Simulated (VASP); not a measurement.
# C18S in VASP: single point with PBE+D3(BJ)

Aim: the single point of C18S with PBE+D3(BJ).

Program: VASP 6.6.1. These are calculated values, not measurements. Logs are shortened: lines on timing, memory, paths and dates and some standing lists are left out, and cuts for length are marked.

### Step 1. The cell of the first run

The cell holds a slab with vacuum, 19 atoms: a = 7.398 Å, b = 7.398 Å, c = 13.000 Å, α = 90.00°, β = 90.00°, γ = 120.00°.

### Step 2. Single point, PBE+D3(BJ), collinear spin, zero start

INCAR

```
SYSTEM = C18S
ALGO = Normal
EDIFF = 1E-6
ENCUT = 520
GGA = PE
GGA_COMPAT = .False.
ISIF = 2
ISMEAR = -1
ISPIN = 2
IVDW = 12
LASPH = .True.
LCHARG = .True.
LELF = .True.
LORBIT = 11
LREAL = .False.
LVHAR = .True.
LWAVE = .False.
MAGMOM = 0 0 0 0 0 0 0 0 0 0 0 0 0 0 0 0 0 0 0
NBANDS = 58
NELM = 200
NELMDL = -8
PREC = Accurate
SIGMA = 0.05
```

KPOINTS

```
k-points
0
Gamma
  2 2 1
  0 0 0
```

POSCAR

```
C18S
1.0
    7.3980000000      0.0000000000      0.0000000000
   -3.6990000000      6.4068560000      0.0000000000
    0.0000000000      0.0000000000     13.0000000000
C S
18 1
Direct
    0.0056734765      0.0002509811      0.0686890769
    0.2286227370      0.1112452036      0.0711508462
    0.0066913117      0.3372039265      0.0710790000
    0.2296585687      0.4482206249      0.0686588462
    0.0075681764      0.6688954770      0.0712624615
    0.2277808448      0.7795803433      0.0713257692
    0.3353900300      0.0005689218      0.0766170769
    0.5598103111      0.1084840989      0.0979831538
    0.3415951879      0.3372006488      0.0710986154
    0.5590595731      0.4478606980      0.0764897692
    0.3398285986      0.6685536556      0.0713279231
    0.5629011722      0.7795625499      0.0713030000
    0.6762642938      0.0005675170      0.0765768462
    0.8937129163      0.1112565976      0.0711142308
    0.6755316243      0.3399505155      0.0978521538
    0.8998992390      0.4478755258      0.0764797692
    0.6724267069      0.6688761227      0.0712580769
    0.8955045026      0.7799054638      0.0713143077
    0.6178098059      1.2244314528      0.2338043077
```

Potentials or basis: VASP PAW PBE potentials, release 64 (C, S).

The run is started by

```
$ cat potpaw_PBE.64/C/POTCAR potpaw_PBE.64/S/POTCAR > POTCAR
$ mpirun -np 1 vasp_std > vasp.out
```

OUTCAR:

```text
SYSTEM = C18S
   EDIFF = 1E-6
   ENCUT = 520
   GGA = PE
   ISIF = 2
   ISMEAR = -1
   ISPIN = 2
   IVDW = 12
   LASPH = .True.
   LORBIT = 11
   LREAL = .False.
   NELM = 200
   NELMDL = -8
   PREC = Accurate
 IVDW          = 12

 ion  position               nearest neighbor table
   1  0.006  0.000  0.069-  18 1.41   2 1.43  14 1.43
   2  0.229  0.111  0.071-   7 1.40   1 1.43   9 1.45
   3  0.007  0.337  0.071-  16 1.40   4 1.43  14 1.45
   4  0.230  0.448  0.069-  11 1.41   9 1.43   3 1.43
   5  0.008  0.669  0.071-   6 1.41  16 1.42  18 1.43
   6  0.228  0.780  0.071-   5 1.41   7 1.42  11 1.43
   7  0.335  0.001  0.077-   2 1.40   6 1.42   8 1.46
   8  0.560  0.108  0.098-  13 1.46   7 1.46  15 1.48  19 1.92
   9  0.342  0.337  0.071-  10 1.40   4 1.43   2 1.45
  10  0.559  0.448  0.076-   9 1.40  17 1.42  15 1.46
  11  0.340  0.669  0.071-   4 1.41  12 1.43   6 1.43
  12  0.563  0.780  0.071-  17 1.41  13 1.42  11 1.43
  13  0.676  0.001  0.077-  14 1.40  12 1.42   8 1.46
  14  0.894  0.111  0.071-  13 1.40   1 1.43   3 1.45
  15  0.676  0.340  0.098-  16 1.46  10 1.46   8 1.48  19 1.92
  16  0.900  0.448  0.076-   3 1.40   5 1.42  15 1.46
  17  0.672  0.669  0.071-  12 1.41  10 1.42  18 1.43
  18  0.896  0.780  0.071-   1 1.41   5 1.43  17 1.43
  19  0.618  0.224  0.234-   8 1.92  15 1.92

  LATTYP: Found a hexagonal cell.
 ALAT       =     7.3980000000
 C/A-ratio  =     1.7572316842

  Lattice vectors:

 A1 = (   7.3980000000,   0.0000000000,   0.0000000000)
 A2 = (  -3.6990000000,   6.4068560000,   0.0000000000)
 A3 = (   0.0000000000,   0.0000000000,  13.0000000000)

Analysis of symmetry for initial positions (statically):
=====================================================================
 Subroutine PRICEL returns:
 Original cell was already a primitive cell.

 Routine SETGRP: Setting up the symmetry group for a
 hexagonal supercell.

 Subroutine GETGRP returns: Found  1 space group operations
 (whereof  1 operations were pure point group operations)
 out of a pool of 24 trial point group operations.

The static configuration has the point symmetry C_1 .

Analysis of symmetry for dynamics (positions and initial velocities):
=====================================================================
 Subroutine PRICEL returns:
 Original cell was already a primitive cell.

 Routine SETGRP: Setting up the symmetry group for a
 hexagonal supercell.

 Subroutine GETGRP returns: Found  1 space group operations
 (whereof  1 operations were pure point group operations)
 out of a pool of 24 trial point group operations.

The dynamic configuration has the point symmetry C_1 .

Analysis of structural, dynamic, and magnetic symmetry:
=====================================================================
 Subroutine PRICEL returns:
 Original cell was already a primitive cell.

 Routine SETGRP: Setting up the symmetry group for a
 hexagonal supercell.

 Subroutine GETGRP returns: Found  1 space group operations
 (whereof  1 operations were pure point group operations)
 out of a pool of 24 trial point group operations.

The overall configuration has the point symmetry C_1 .

 Subroutine INISYM returns: Found  1 space group operations
 (whereof  1 operations are pure point group operations),
 and found     1 'primitive' translations

----------------------------------------------------------------------------------------

                                     Primitive cell

  volume of cell :     616.1730

  direct lattice vectors                    reciprocal lattice vectors
     7.398000000  0.000000000  0.000000000     0.135171668  0.078041398  0.000000000
    -3.699000000  6.406856000  0.000000000     0.000000000  0.156082796  0.000000000
     0.000000000  0.000000000 13.000000000     0.000000000  0.000000000  0.076923077

  length of vectors
[... 76 lines left out ...]
  0.500000  0.500000  0.000000      1.000000
   k-points           NKPTS =      4   k-points in BZ     NKDIM =      4   number of bands    NBANDS=     58
   number of dos      NEDOS =    301   number of ions     NIONS =     19
   total plane-waves  NPLWV = 307328
   dimension x,y,z NGX =    56 NGY =   56 NGZ =   98
   dimension x,y,z NGXF=   112 NGYF=  112 NGZF=  196
   ions per type =              18   1
   NGX,Y,Z   is equivalent  to a cutoff of  12.58, 12.58, 12.53 a.u.
   NGXF,Y,Z  is equivalent  to a cutoff of  25.17, 25.17, 25.06 a.u.
 SYSTEM =  C18S
   PREC   = accura    normal or accurate (medium, high low for compatibility)
   ISTART =      0    job   : 0-new  1-cont  2-samecut
   ICHARG =      2    charge: 1-file 2-atom 10-const
   ISPIN  =      2    spin polarized calculation?
   LNONCOLLINEAR =      F non collinear calculations
   LSORBIT =      F    spin-orbit coupling
   LASPH  =      T    aspherical Exc in radial PAW
   ENCUT  =  520.0 eV  38.22 Ry    6.18 a.u.  13.76 13.76 24.17*2*pi/ulx,y,z
   NELM   =    200;   NELMIN=  2; NELMDL= -8     # of ELM steps
   EDIFF  = 0.1E-05   stopping-criterion for ELM
   LREAL  =      F    real-space projection
   EDIFFG = 0.1E-04   stopping-criterion for IOM
   NSW    =      0    number of steps for IOM
   IBRION =     -1    ionic relax: 0-MD 1-quasi-New 2-CG
   NFREE  =      0    steps in history (QN), initial steepest desc. (CG)
   ISIF   =      2    stress and relaxation
   ISYM   =      2    0-nonsym 1-usesym 2-fastsym
   POTIM  = 0.5000    time-step for ionic-motion
   TEBEG  =    0.0;   TEEND  =   0.0 temperature during run
   PSTRESS=    0.0 pullay stress
   NELECT =      78.0000    total number of electrons
   NUPDOWN=      -1.0000    fix difference up-down
   EMIN   =  10.00;   EMAX   =-10.00  energy-range for DOS
   EFERMI =   0.00;   METHOD = LEGACY
   ISMEAR =    -1;   SIGMA  =   0.05  broadening in eV -4-tet -1-fermi 0-gaus
   EFERMI_NEDOS =   21; number of points for ismear=-14 and -15
   IALGO  =     38    algorithm
   IMIX   =      4    mixing-type and parameters
     AMIX     =   0.40;   BMIX     =  1.00
     AMIX_MAG =   1.60;   BMIX_MAG =  1.00
  volume/ion in A,a.u.               =      32.43       218.85
  Fermi-wavevector in a.u.,A,eV,Ry     =   0.822001  1.553356  9.193253  0.675685
  Thomas-Fermi vector in A             =   1.933259
   LORBIT       =     11    0 simple, 1 ext, 2 COOP (PROOUT), +10 PAW based schemes
   GGA     = PE    functional components
   LHFCALC =     F    Hartree Fock is set to
   AEXX    =    0.0000 exact exchange contribution
   IVDW    =    12    specifies the selected vdW correction
   LEPSILON=     F    determine dielectric tensor
   LRPA    =     F    only Hartree local field effects (RPA)
 spin polarized calculation
  energy-cutoff  :      520.00
  volume of cell :      616.17
 maximum number of plane-waves:     16651
 NGX is ok and might be reduce to    56
   NGX = 27   NGY = 27   NGZ = 49

 number of electron      77.9999999 magnetization       0.0000003

 number of electron      77.9999999 magnetization      -0.0000000

 Free energy of the ion-electron system (eV)
  ---------------------------------------------------
  ext. energy  EPLUGINS =         0.00000000
  ---------------------------------------------------
  free energy    TOTEN  =      -167.61677292 eV

  energy without entropy =     -167.60444435  energy(sigma->0) =     -167.61060863

 E-fermi :  -1.8013     XC(G=0):  -3.7225

 val. band max:       -1.9330058748   @ k =   0.0000   0.0000   0.0000
 cond. band min:      -1.6694756158   @ k =   0.0000   0.0000   0.0000
 fundamental gap:      0.2635302590
 Fermi energy:        -1.8013276020

 spin component 1

 k-point     1 :       0.0000    0.0000    0.0000
  band No.  band energies     occupation
      1     -21.6078      1.00000
      2     -19.7352      1.00000
      3     -18.8994      1.00000
      4     -18.8896      1.00000
      5     -18.8414      1.00000
      6     -18.7736      1.00000
[... 205 lines left out ...]
     50       3.7705      0.00000
     51       3.9657      0.00000
 Fermi energy:        -1.8013276020

 spin component 2

 k-point     1 :       0.0000    0.0000    0.0000
  band No.  band energies     occupation
      1     -21.6078      1.00000
      2     -19.7352      1.00000
      3     -18.8994      1.00000
      4     -18.8896      1.00000
      5     -18.8414      1.00000
      6     -18.7736      1.00000
[... 205 lines left out ...]
     50       3.7705      0.00000
     51       3.9656      0.00000
 [bands above 51 left out]

------------------------ aborting loop because EDIFF is reached ----------------------------------------

 Edisp (eV)   -1.80630

 E8    (eV) :    -0.5713

  FORCE on cell =-STRESS in cart. coord.  units (eV):
  Direction    XX          YY          ZZ          XY          YZ          ZX
  --------------------------------------------------------------------------------------
  -------------------------------------------------------------------------------------
  Total       2.38106     3.94977    -0.29006    -0.00012    -0.00074    -0.00263
  in kB       6.19124    10.27021    -0.75422    -0.00031    -0.00192    -0.00684
  external pressure =        5.24 kB  Pullay stress =        0.00 kB

 VOLUME and BASIS-vectors are now :
 -----------------------------------------------------------------------------
  energy-cutoff  :      520.00
  volume of cell :      616.17
      direct lattice vectors                 reciprocal lattice vectors
     7.398000000  0.000000000  0.000000000     0.135171668  0.078041398  0.000000000
    -3.699000000  6.406856000  0.000000000     0.000000000  0.156082796  0.000000000
     0.000000000  0.000000000 13.000000000     0.000000000  0.000000000  0.076923077

 POSITION                                       TOTAL-FORCE (eV/Angst)
 -----------------------------------------------------------------------------------
      0.04104      0.00161      0.89296        -0.002018      0.000778     -0.019552
      1.27986      0.71273      0.92496        -0.018414      0.031241      0.000990
     -1.19782      2.16042      0.92403         0.016133     -0.026246      0.003716
      0.04105      2.87168      0.89257        -0.001525     -0.006378     -0.019676
     -2.41826      4.28552      0.92641        -0.017126      0.008707      0.007612
     -1.19855      4.99466      0.92723         0.012036     -0.013678      0.004447
[... 11 lines left out ...]
      3.74007      4.99674      0.92709        -0.000190     -0.004093     -0.009674
      3.74039      1.43790      3.03946        -0.000372     -0.001162     -0.086737
 -----------------------------------------------------------------------------------
    total drift:                                0.000628     -0.000322     -0.000046

  FREE ENERGIE OF THE ION-ELECTRON SYSTEM (eV)
  ---------------------------------------------------
  free  energy   TOTEN  =      -169.4230719020 eV

  energy  without entropy=     -169.4107433262  energy(sigma->0) =     -169.41690761

 total charge

# of ion       s       p       d       tot
------------------------------------------
    1        0.863   1.785   0.000   2.648
    2        0.862   1.788   0.000   2.650
    3        0.862   1.788   0.000   2.649
    4        0.863   1.786   0.000   2.648
    5        0.864   1.796   0.000   2.660
    6        0.864   1.796   0.000   2.660
[... 11 lines left out ...]
   18        0.863   1.787   0.000   2.649
   19        1.372   2.294   0.000   3.666
--------------------------------------------------
tot         16.866  34.384   0.000  51.250

 magnetization (x)

# of ion       s       p       d       tot
------------------------------------------
    1       -0.000  -0.000   0.000  -0.000
    2        0.000   0.000   0.000   0.000
    3       -0.000  -0.000   0.000  -0.000
    4        0.000   0.000   0.000   0.000
    5       -0.000  -0.000   0.000  -0.000
    6        0.000   0.000   0.000   0.000
[... 11 lines left out ...]
   18        0.000   0.000   0.000   0.000
   19        0.000  -0.000   0.000  -0.000
--------------------------------------------------
tot          0.000  -0.000   0.000  -0.000
```

Run time: 6.7 min. Hardware: 1 thread of Intel Xeon 6975P-C (Granite Rapids), shared host; peak memory 0.96 GiB.

Results:

```yaml
Free_energy: -169.4231 eV
Largest_force: 0.087 eV/Å
Band_gap_on_the_k_mesh: 0.26 eV
Net_moment: 0.00 μB per cell
Valence_electrons_inside_the_program's_atomic_spheres: C 2.65, 2.66, 2.58 (each value once); S 3.67
Dispersion_energy_per_atom: -0.095 eV
```

Forces in eV/Å, atoms in the order of the input:
```
C   -0.002  0.001 -0.020
C   -0.018  0.031  0.001
C    0.016 -0.026  0.004
C   -0.002 -0.006 -0.020
C   -0.017  0.009  0.008
C    0.012 -0.014  0.004
C    0.016  0.001  0.003
C   -0.006 -0.007  0.042
C   -0.014 -0.028  0.003
C    0.006  0.002  0.004
C    0.001  0.005 -0.007
C   -0.015 -0.011  0.006
C   -0.008 -0.001  0.003
C    0.020  0.027  0.002
C   -0.002  0.011  0.052
C   -0.002  0.002  0.003
C    0.015  0.011  0.007
C    0.000 -0.004 -0.010
S    0.000 -0.001 -0.087
```

Caveat: the k points lie up to 0.49 Å⁻¹ apart; there is no dipole correction, which matters where the two faces differ.
